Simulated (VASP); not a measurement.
Crystal: BP.

```xyz
2
Lattice="0.0000 2.3137 2.2498 2.3137 0.0000 2.2498 2.3137 2.3137 0.0000" Properties=species:S:1:pos:R:3 pbc="T T T"
B     0.0000    0.0000    0.0000
P     1.1568    1.1568    1.1249
```

This cell differs from its parent crystal: epitaxial xy strain +2.0%.

Base run:

- Program: VASP 6.6.1
- Functional: PBE
- Potentials or basis: VASP PAW PBE potentials, release 64 (B, P)
- Cutoff: 520 eV
- k mesh: 10 × 10 × 10
- Occupations: fermi-dirac, width 0.02 eV
- Spin: no spin polarisation

Its results: band gap on the k mesh 0.87 eV, indirect (least direct gap 3.08 eV); pressure -3.9 GPa.

The run is repeated on the same cell with these changes: functional from PBE to r2SCAN; occupations from fermi-dirac, width 0.02 eV to gaussian, width 0.01 eV. What comes out?

Band gap on the k mesh 1.05 eV, indirect (least direct gap 3.30 eV); pressure -5.5 GPa.

Caveats: the PAW data sets were made with another functional, which shifts forces and pressure a little (some runs).

A k mesh can miss the band edges.
